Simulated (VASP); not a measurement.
A run of VASP 6.6.1 is set up as follows.

Contents of POSCAR:

```
Li2BeGeTe4
1.0
   -2.9232241607      2.9232241607      6.4989176525
    2.9232241607     -2.9232241607      6.4989176525
    2.9232241607      2.9232241607     -6.4989176525
Li Be Ge Te
2 1 1 4
Direct
    0.7500000000      0.2500000000      0.5000000000
    0.2500000000      0.7500000000      0.5000000000
    0.0000000000      0.0000000000      0.0000000000
    0.5000000000      0.5000000000      0.0000000000
    0.8754050380      0.8754050380      0.5199010201
    0.1245949620      0.6444959820      0.0000000000
    0.6444959820      0.1245949620      0.0000000000
    0.3555040180      0.3555040180      0.4800989799
```

File INCAR.step1:

```
SYSTEM = Li2BeGeTe4
  PREC = Accurate
  ENCUT = 520
  ISMEAR = 0
  SIGMA = 0.01
  LREAL = .FALSE.
  LASPH = .TRUE.
  NELM = 60
  NBANDS = 33
  GGA = PE
  ALGO = Normal
  EDIFF = 1E-4
  LWAVE = .TRUE.
  LCHARG = .FALSE.
```

INCAR.step2

```
SYSTEM = Li2BeGeTe4
  PREC = Accurate
  ENCUT = 520
  EDIFF = 1E-6
  ISMEAR = 0
  SIGMA = 0.01
  LREAL = .FALSE.
  LASPH = .TRUE.
  NELM = 60
  ALGO = Normal
  ISIF = 2
  LWAVE = .FALSE.
  LCHARG = .FALSE.
  METAGGA = R2SCAN
  LMIXTAU = .TRUE.
  NBANDS = 33
  ISTART = 1
```

KPOINTS

```
regular mesh
0
G
  6 6 6
  0 0 0
```

Potentials or basis: VASP PAW PBE potentials, release 64 (Li_sv, Be, Ge_d, Te).

Run with:

```bash
$ cat potpaw_PBE.64/Li_sv/POTCAR potpaw_PBE.64/Be/POTCAR potpaw_PBE.64/Ge_d/POTCAR potpaw_PBE.64/Te/POTCAR > POTCAR
$ cp INCAR.step1 INCAR
$ mpirun -np 1 vasp_std > vasp.out
$ cp INCAR.step2 INCAR
$ mpirun -np 1 vasp_std > vasp.out
```

Question: Predict the band gap on the k mesh.

Answer: 0.46 eV (least direct gap 0.53 eV).

Question: Estimate the largest force.

Answer: 0.017 eV/Å.

Forces in eV/Å, atoms in the order of the input:
```
Li   0.000  0.000  0.000
Li   0.000  0.000  0.000
Be   0.000  0.000  0.000
Ge   0.000  0.000  0.000
Te  -0.001 -0.001  0.017
Te  -0.001  0.001 -0.017
Te   0.001 -0.001 -0.017
Te   0.001  0.001  0.017
```

Caveat: semilocal functionals underestimate gaps, and a narrow one can read as zero; the PAW data sets were made with another functional, which shifts forces and pressure a little; spin-orbit coupling is left out, which moves the levels of the heavy elements. A k mesh can miss the band edges.
